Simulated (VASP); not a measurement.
# AgCl (Pm-3m) in VASP: notebook

The runs below take AgCl through electric field gradients, with PBE.

Program: VASP 6.6.1. These are calculated values, not measurements. Logs are shortened: lines on timing, memory, paths and dates and some standing lists are left out, and cuts for length are marked.

## 1. The cell of the first run

It takes space group Pm-3m (No. 221, cubic). Conventional cell: a = 3.434 Å, b = 3.434 Å, c = 3.434 Å, α = 90.00°, β = 90.00°, γ = 90.00°. Ag (site symmetry m-3m) has 8 Cl at 2.97 Å and 6 Ag at 3.43 Å within 3.9 Å. Cl (site symmetry m-3m) has 8 Ag at 2.97 Å and 6 Cl at 3.43 Å within 3.9 Å.

## 2. Electric field gradients, PBE

The input, INCAR:

```
SYSTEM = AgCl
ALGO     = Normal         ! electronic algorithm
EDIFF    = 1E-8           ! SCF threshold, eV
ENCUT    = 520            ! plane-wave cutoff, eV
GGA      = PE             ! functional
ISIF     = 2              ! what is computed and relaxed
ISMEAR   = -1             ! smearing method
LASPH    = .TRUE.         ! aspherical terms in the spheres
LCHARG   = .FALSE.        ! write CHGCAR
LEFG     = .TRUE.       
LREAL    = .FALSE.        ! projectors in reciprocal space
LWAVE    = .FALSE.        ! write WAVECAR
NBANDS   = 16             ! bands
NELM     = 100            ! most SCF steps
PREC     = Accurate       ! precision mode
SIGMA    = 0.01           ! smearing width, eV
```

The input, KPOINTS:

```
k-points
0
G
  9 9 9
  0 0 0
```

The input, POSCAR:

```
AgCl
1.0
    3.4339730000      0.0000000000      0.0000000000
    0.0000000000      3.4339730000      0.0000000000
    0.0000000000      0.0000000000      3.4339730000
Ag Cl
1 1
Direct
    0.0000000000      0.0000000000      0.0000000000
    0.5000000000      0.5000000000      0.5000000000
```

Potentials or basis: VASP PAW PBE potentials, release 64 (Ag, Cl).

Started as:

```console
> cat potpaw_PBE.64/Ag/POTCAR potpaw_PBE.64/Cl/POTCAR > POTCAR
> mpirun -np 1 vasp_std > vasp.out
```

OUTCAR:

```text
SYSTEM = AgCl
   EDIFF = 1E-8
   ENCUT = 520
   GGA = PE
   ISIF = 2
   ISMEAR = -1
   LASPH = .TRUE.
   LREAL = .FALSE.
   NELM = 100
   PREC = Accurate

 ion  position               nearest neighbor table
   1  0.000  0.000  0.000-   2 2.97   2 2.97   2 2.97   2 2.97   2 2.97   2 2.97   2 2.97   2 2.97

   2  0.500  0.500  0.500-   1 2.97   1 2.97   1 2.97   1 2.97   1 2.97   1 2.97   1 2.97   1 2.97

  LATTYP: Found a simple cubic cell.
 ALAT       =     3.4339730000

  Lattice vectors:

 A1 = (   3.4339730000,   0.0000000000,   0.0000000000)
 A2 = (   0.0000000000,   3.4339730000,   0.0000000000)
 A3 = (   0.0000000000,   0.0000000000,   3.4339730000)

Analysis of symmetry for initial positions (statically):
=====================================================================
 Subroutine PRICEL returns:
 Original cell was already a primitive cell.

 Routine SETGRP: Setting up the symmetry group for a
 simple cubic supercell.

 Subroutine GETGRP returns: Found 48 space group operations
[... 9 lines left out ...]

 Routine SETGRP: Setting up the symmetry group for a
 simple cubic supercell.

 Subroutine GETGRP returns: Found 48 space group operations
[... 11 lines left out ...]
                                     Primitive cell

  volume of cell :      40.4940

  direct lattice vectors                    reciprocal lattice vectors
     3.433973000  0.000000000  0.000000000     0.291207881  0.000000000  0.000000000
     0.000000000  3.433973000  0.000000000     0.000000000  0.291207881  0.000000000
     0.000000000  0.000000000  3.433973000     0.000000000  0.000000000  0.291207881

  length of vectors
     3.433973000  3.433973000  3.433973000     0.291207881  0.291207881  0.291207881

  position of ions in fractional coordinates (direct lattice)
     0.000000000  0.000000000  0.000000000
     0.500000000  0.500000000  0.500000000

  ion indices of the primitive-cell ions
   primitive index   ion index
                 1           1
                 2           2

----------------------------------------------------------------------------------------

 KPOINTS: k-points

Automatic generation of k-mesh.
 Grid dimensions read from file:
 generate k-points for:    9    9    9

 Generating k-lattice:

  Cartesian coordinates                     Fractional coordinates (reciprocal lattice)
     0.032356431  0.000000000  0.000000000     0.111111111  0.000000000  0.000000000
     0.000000000  0.032356431  0.000000000     0.000000000  0.111111111  0.000000000
     0.000000000  0.000000000  0.032356431     0.000000000  0.000000000  0.111111111

  Length of vectors
     0.032356431  0.032356431  0.032356431

  Shift w.r.t. Gamma in fractional coordinates (k-lattice)
     0.000000000  0.000000000  0.000000000

 Subroutine IBZKPT returns following result:
 ===========================================

 Found     35 irreducible k-points:

 Following reciprocal coordinates:
            Coordinates               Weight
  0.000000  0.000000  0.000000      1.000000
  0.111111  0.000000  0.000000      6.000000
  0.222222  0.000000  0.000000      6.000000
  0.333333  0.000000  0.000000      6.000000
  0.444444  0.000000  0.000000      6.000000
  0.111111  0.111111  0.000000     12.000000
[... 16 lines left out ...]
  0.333333  0.333333  0.111111     24.000000
  0.444444  0.333333  0.111111     48.000000
 [... further k-points ...]
   k-points           NKPTS =     35   k-points in BZ     NKDIM =     35   number of bands    NBANDS=     16
   number of dos      NEDOS =    301   number of ions     NIONS =      2
   total plane-waves  NPLWV =  21952
   dimension x,y,z NGX =    28 NGY =   28 NGZ =   28
   dimension x,y,z NGXF=    56 NGYF=   56 NGZF=   56
   ions per type =               1   1
   NGX,Y,Z   is equivalent  to a cutoff of  13.56, 13.56, 13.56 a.u.
   NGXF,Y,Z  is equivalent  to a cutoff of  27.11, 27.11, 27.11 a.u.
 SYSTEM =  AgCl
   PREC   = accura    normal or accurate (medium, high low for compatibility)
   ISTART =      0    job   : 0-new  1-cont  2-samecut
   ICHARG =      2    charge: 1-file 2-atom 10-const
   ISPIN  =      1    spin polarized calculation?
   LNONCOLLINEAR =      F non collinear calculations
   LSORBIT =      F    spin-orbit coupling
   LASPH  =      T    aspherical Exc in radial PAW
   ENCUT  =  520.0 eV  38.22 Ry    6.18 a.u.   6.38  6.38  6.38*2*pi/ulx,y,z
   NELM   =    100;   NELMIN=  2; NELMDL= -5     # of ELM steps
   EDIFF  = 0.1E-07   stopping-criterion for ELM
   LREAL  =      F    real-space projection
   EDIFFG = 0.1E-06   stopping-criterion for IOM
   NSW    =      0    number of steps for IOM
   IBRION =     -1    ionic relax: 0-MD 1-quasi-New 2-CG
   NFREE  =      0    steps in history (QN), initial steepest desc. (CG)
   ISIF   =      2    stress and relaxation
   ISYM   =      2    0-nonsym 1-usesym 2-fastsym
   POTIM  = 0.5000    time-step for ionic-motion
   TEBEG  =    0.0;   TEEND  =   0.0 temperature during run
   PSTRESS=    0.0 pullay stress
   NELECT =      18.0000    total number of electrons
   NUPDOWN=      -1.0000    fix difference up-down
   EMIN   =  10.00;   EMAX   =-10.00  energy-range for DOS
   EFERMI =   0.00;   METHOD = LEGACY
   ISMEAR =    -1;   SIGMA  =   0.01  broadening in eV -4-tet -1-fermi 0-gaus
   EFERMI_NEDOS =   21; number of points for ismear=-14 and -15
   IALGO  =     38    algorithm
   IMIX   =      4    mixing-type and parameters
     AMIX     =   0.40;   BMIX     =  1.00
     AMIX_MAG =   1.60;   BMIX_MAG =  1.00
  volume/ion in A,a.u.               =      20.25       136.63
  Fermi-wavevector in a.u.,A,eV,Ry     =   1.249402  2.361027 21.238760  1.561005
  Thomas-Fermi vector in A             =   2.383444
   LORBIT       =      0    0 simple, 1 ext, 2 COOP (PROOUT), +10 PAW based schemes
   GGA     = PE    functional components
   LHFCALC =     F    Hartree Fock is set to
   AEXX    =    0.0000 exact exchange contribution
   IVDW    =     0    specifies the selected vdW correction
   LEPSILON=     F    determine dielectric tensor
   LRPA    =     F    only Hartree local field effects (RPA)
 non-spin polarized calculation
  energy-cutoff  :      520.00
  volume of cell :       40.49
 maximum number of plane-waves:      1107
 NGX is ok and might be reduce to    28
   NGX = 13   NGY = 13   NGZ = 13

 number of electron      18.0000002 magnetization

 Free energy of the ion-electron system (eV)
  ---------------------------------------------------
  ext. energy  EPLUGINS =         0.00000000
  ---------------------------------------------------
  free energy    TOTEN  =        -5.12224836 eV

  energy without entropy =       -5.12224836  energy(sigma->0) =       -5.12224836

 E-fermi :   4.0768     XC(G=0): -10.3848

 val. band max:        3.8527203617   @ k =   0.4444   0.0000   0.0000
 cond. band min:       4.4589306741   @ k =   0.0000   0.0000   0.0000
 fundamental gap:      0.6062103123
 Fermi energy:         4.0767516481

 k-point     1 :       0.0000    0.0000    0.0000
  band No.  band energies     occupation
      1     -10.6842      2.00000
      2       1.1707      2.00000
      3       1.1707      2.00000
      4       2.1078      2.00000
      5       2.1078      2.00000
      6       2.1078      2.00000
[... 8 lines left out ...]
     15      17.5440      0.00000
     16      20.2783      0.00000

 k-point     2 :       0.1111    0.0000    0.0000
  band No.  band energies     occupation
      1     -10.6347      2.00000
      2       1.0187      2.00000
      3       1.1872      2.00000
      4       1.7883      2.00000
      5       1.7883      2.00000
      6       1.9971      2.00000
[... 8 lines left out ...]
     15      17.2176      0.00000
     16      20.2301      0.00000

 k-point     3 :       0.2222    0.0000    0.0000
  band No.  band energies     occupation
      1     -10.5043      2.00000
      2       0.2588      2.00000
      3       1.2295      2.00000
      4       1.4386      2.00000
      5       1.4386      2.00000
      6       1.9645      2.00000
[... 8 lines left out ...]
     15      17.3999      0.00000
     16      20.1094      0.00000

 k-point     4 :       0.3333    0.0000    0.0000
  band No.  band energies     occupation
      1     -10.3460      2.00000
      2      -0.5694      2.00000
      3       1.1862      2.00000
      4       1.1862      2.00000
      5       1.2785      2.00000
      6       2.1452      2.00000
[... 8 lines left out ...]
     15      18.9574      0.00000
     16      19.9742      0.00000

 k-point     5 :       0.4444    0.0000    0.0000
  band No.  band energies     occupation
      1     -10.2361      2.00000
      2      -1.0517      2.00000
      3       1.0545      2.00000
      4       1.0545      2.00000
      5       1.3108      2.00000
      6       2.1563      2.00000
[... 8 lines left out ...]
     15      19.7199      0.00000
     16      19.8870      0.00000

 k-point     6 :       0.1111    0.1111    0.0000
  band No.  band energies     occupation
      1     -10.5869      2.00000
      2       1.0067      2.00000
      3       1.0668      2.00000
      4       1.4735      2.00000
      5       1.6785      2.00000
      6       2.0745      2.00000
[... 8 lines left out ...]
     15      17.7147      0.00000
     16      19.6106      0.00000
[... 267 lines left out ...]
 k-point    21 :       0.3333    0.2222    0.1111
  band No.  band energies     occupation
      1     -10.1718      2.00000
      2      -0.1618      2.00000
      3       0.6920      2.00000
      4       1.3196      2.00000
      5       1.5412      2.00000
      6       1.9134      2.00000
[... 8 lines left out ...]
     15      17.5969      0.00000
     16      20.4409      0.00000

 k-point    22 :       0.4444    0.2222    0.1111
  band No.  band energies     occupation
      1     -10.0794      2.00000
      2      -0.5318      2.00000
      3       0.6514      2.00000
      4       1.4544      2.00000
      5       1.5277      2.00000
      6       1.9622      2.00000
[... 8 lines left out ...]
     15      17.9836      0.00000
     16      21.2996      0.00000

 k-point    23 :       0.3333    0.3333    0.1111
  band No.  band energies     occupation
      1     -10.0542      2.00000
      2      -0.0115      2.00000
      3       0.4198      2.00000
      4       1.3548      2.00000
      5       1.6366      2.00000
      6       1.9420      2.00000
[... 8 lines left out ...]
     15      17.7532      0.00000
     16      20.5759      0.00000

 k-point    24 :       0.4444    0.3333    0.1111
  band No.  band energies     occupation
      1      -9.9738      2.00000
      2      -0.1485      2.00000
      3       0.3971      2.00000
      4       1.5159      2.00000
      5       1.6821      2.00000
      6       1.8475      2.00000
[... 8 lines left out ...]
     15      17.9510      0.00000
     16      19.8439      0.00000

 [... further k-points ...]

------------------------ aborting loop because EDIFF is reached ----------------------------------------

  FORCE on cell =-STRESS in cart. coord.  units (eV):
  Direction    XX          YY          ZZ          XY          YZ          ZX
  --------------------------------------------------------------------------------------
  -------------------------------------------------------------------------------------
  Total       -0.0635989     -0.0635989     -0.0635989     -0.0000000     -0.0000000      0.0000000
  in kB       -2.5163414     -2.5163414     -2.5163414     -0.0000000     -0.0000000      0.0000000
  external PRESSURE =      -2.5163414 kB  Pullay stress =       0.0000000 kB

 VOLUME and BASIS-vectors are now :
 -----------------------------------------------------------------------------
  energy-cutoff  :      520.00
  volume of cell :       40.49
      direct lattice vectors                 reciprocal lattice vectors
     3.433973000  0.000000000  0.000000000     0.291207881  0.000000000  0.000000000
     0.000000000  3.433973000  0.000000000     0.000000000  0.291207881  0.000000000
     0.000000000  0.000000000  3.433973000     0.000000000  0.000000000  0.291207881

 POSITION                                       TOTAL-FORCE (eV/Angst)
 -----------------------------------------------------------------------------------
      0.00000      0.00000      0.00000         0.000000      0.000000      0.000000
      1.71699      1.71699      1.71699         0.000000      0.000000      0.000000
 -----------------------------------------------------------------------------------
    total drift:                               -0.000000      0.000000      0.000000

  FREE ENERGIE OF THE ION-ELECTRON SYSTEM (eV)
  ---------------------------------------------------
  free  energy   TOTEN  =        -5.1222483583 eV

  energy  without entropy=       -5.1222483583  energy(sigma->0) =       -5.12224836

 Electric field gradients (V/A^2)
---------------------------------------------------------------------
 ion       V_xx      V_yy      V_zz      V_xy      V_xz      V_yz
---------------------------------------------------------------------
   1      -0.000     0.000     0.000    -0.000     0.000    -0.000
   2       0.000    -0.000    -0.000     0.000     0.000     0.000
---------------------------------------------------------------------

 Electric field gradients after diagonalization (V/A^2)
 (convention: |V_zz| > |V_xx| > |V_yy|)
----------------------------------------------------------------------
 ion       V_xx      V_yy      V_zz     asymmetry (V_yy - V_xx)/ V_zz
----------------------------------------------------------------------
   1      -0.000     0.000     0.000       0.612
   2       0.000    -0.000    -0.000       0.340
----------------------------------------------------------------------

           NMR quadrupolar parameters

 Cq : quadrupolar parameter    Cq=e*Q*V_zz/h
 eta: asymmetry parameters     (V_yy - V_xx)/ V_zz
 Q  : nuclear electric quadrupole moment in mb (millibarn)
----------------------------------------------------------------------
 ion       Cq(MHz)       eta       Q (mb)
----------------------------------------------------------------------
   1       0.000       0.612       1.000
   2      -0.000       0.340       1.000
----------------------------------------------------------------------
```

Run time: 15 s. Hardware: 1 thread of Intel Xeon Platinum 8375C at 2.90GHz (Ice Lake), shared host; peak memory 0.16 GiB.

What came out:

```yaml
Free_energy: -5.1222 eV
Pressure: -0.3 GPa
Band_gap_on_the_k_mesh: 0.61 eV, indirect (least direct gap 2.08 eV)
```

Levels at points of the mesh, in eV from the valence-band top:
```
           k point  band 6  band 7  band 8  band 9  band 10  band 11  band 12  band 13
(0.00, 0.00, 0.00)   -1.74   -1.47   -1.47   -1.47     0.61     9.47     9.47    13.69
```

Caveat: without QUAD_EFG the Cq values of the log hold for a quadrupole moment of 1 mb, not for the nuclei. A hybrid or GW would open this gap; PBE tends to underestimate it.

## 3. Electric field gradients, PBE (volume scaled by 1.01)

The input, INCAR:

```
PREC = Accurate
ENCUT = 520
EDIFF = 1E-8
ISMEAR = -1
SIGMA = 0.01
LREAL = F
LASPH = T
NELM = 100
ALGO = Normal
ISIF = 2
LWAVE = F
LCHARG = F
GGA = PE
LEFG = T
NBANDS = 16
```

The input, KPOINTS:

```
Automatic mesh
0
Gamma
  9 9 9
```

The input, POSCAR:

```
AgCl
1.0
    3.4453816320      0.0000000000      0.0000000000
    0.0000000000      3.4453816320      0.0000000000
    0.0000000000      0.0000000000      3.4453816320
Ag Cl
1 1
Direct
    0.0000000000      0.0000000000      0.0000000000
    0.5000000000      0.5000000000      0.5000000000
```

Potentials or basis: VASP PAW PBE potentials, release 64 (Ag, Cl).

Started as:

```console
> cat potpaw_PBE.64/Ag/POTCAR potpaw_PBE.64/Cl/POTCAR > POTCAR
> mpirun -np 1 vasp_std > vasp.out
```

OUTCAR:

```text
PREC = Accurate
   ENCUT = 520
   EDIFF = 1E-8
   ISMEAR = -1
   LREAL = F
   LASPH = T
   NELM = 100
   ISIF = 2
   GGA = PE

 ion  position               nearest neighbor table
   1  0.000  0.000  0.000-   2 2.98   2 2.98   2 2.98   2 2.98   2 2.98   2 2.98   2 2.98   2 2.98

   2  0.500  0.500  0.500-   1 2.98   1 2.98   1 2.98   1 2.98   1 2.98   1 2.98   1 2.98   1 2.98

  LATTYP: Found a simple cubic cell.
 ALAT       =     3.4453816320

  Lattice vectors:

 A1 = (   3.4453816320,   0.0000000000,   0.0000000000)
 A2 = (   0.0000000000,   3.4453816320,   0.0000000000)
 A3 = (   0.0000000000,   0.0000000000,   3.4453816320)

Analysis of symmetry for initial positions (statically):
=====================================================================
 Subroutine PRICEL returns:
 Original cell was already a primitive cell.

 Routine SETGRP: Setting up the symmetry group for a
 simple cubic supercell.

 Subroutine GETGRP returns: Found 48 space group operations
[... 9 lines left out ...]

 Routine SETGRP: Setting up the symmetry group for a
[... 634 lines left out ...]
     3.445381632  0.000000000  0.000000000     0.290243609  0.000000000  0.000000000
     0.000000000  3.445381632  0.000000000     0.000000000  0.290243609  0.000000000
     0.000000000  0.000000000  3.445381632     0.000000000  0.000000000  0.290243609

 POSITION                                       TOTAL-FORCE (eV/Angst)
 -----------------------------------------------------------------------------------
      0.00000      0.00000      0.00000         0.000000      0.000000      0.000000
      1.72269      1.72269      1.72269         0.000000      0.000000      0.000000
 -----------------------------------------------------------------------------------
    total drift:                               -0.000000      0.000000      0.000000

  FREE ENERGIE OF THE ION-ELECTRON SYSTEM (eV)
  ---------------------------------------------------
  free  energy   TOTEN  =        -5.1212119879 eV

  energy  without entropy=       -5.1212119879  energy(sigma->0) =       -5.12121199

 Electric field gradients (V/A^2)
---------------------------------------------------------------------
 ion       V_xx      V_yy      V_zz      V_xy      V_xz      V_yz
---------------------------------------------------------------------
   1       0.000     0.000     0.000     0.000    -0.000     0.000
   2       0.000     0.000    -0.000     0.000    -0.000     0.000
---------------------------------------------------------------------

 Electric field gradients after diagonalization (V/A^2)
 (convention: |V_zz| > |V_xx| > |V_yy|)
----------------------------------------------------------------------
 ion       V_xx      V_yy      V_zz     asymmetry (V_yy - V_xx)/ V_zz
----------------------------------------------------------------------
   1       0.000     0.000     0.000      -0.183
   2      -0.000     0.000     0.000       1.415
----------------------------------------------------------------------

           NMR quadrupolar parameters

 Cq : quadrupolar parameter    Cq=e*Q*V_zz/h
 eta: asymmetry parameters     (V_yy - V_xx)/ V_zz
 Q  : nuclear electric quadrupole moment in mb (millibarn)
----------------------------------------------------------------------
 ion       Cq(MHz)       eta       Q (mb)
----------------------------------------------------------------------
   1       0.000      -0.183       1.000
   2       0.000       1.415       1.000
----------------------------------------------------------------------
```

Run time: 16 s. Hardware: 1 thread of Intel Xeon Platinum 8375C at 2.90GHz (Ice Lake), shared host; peak memory 0.16 GiB.

What came out:

| Item | Value |
| --- | --- |
| Free energy | -5.1212 eV |
| Pressure | -0.7 GPa |
| Band gap on the k mesh | 0.60 eV, indirect (least direct gap 2.04 eV) |

Caveat: without QUAD_EFG the Cq values of the log hold for a quadrupole moment of 1 mb, not for the nuclei. A k mesh can miss the band edges.

(Continued in part 2 of 2.)
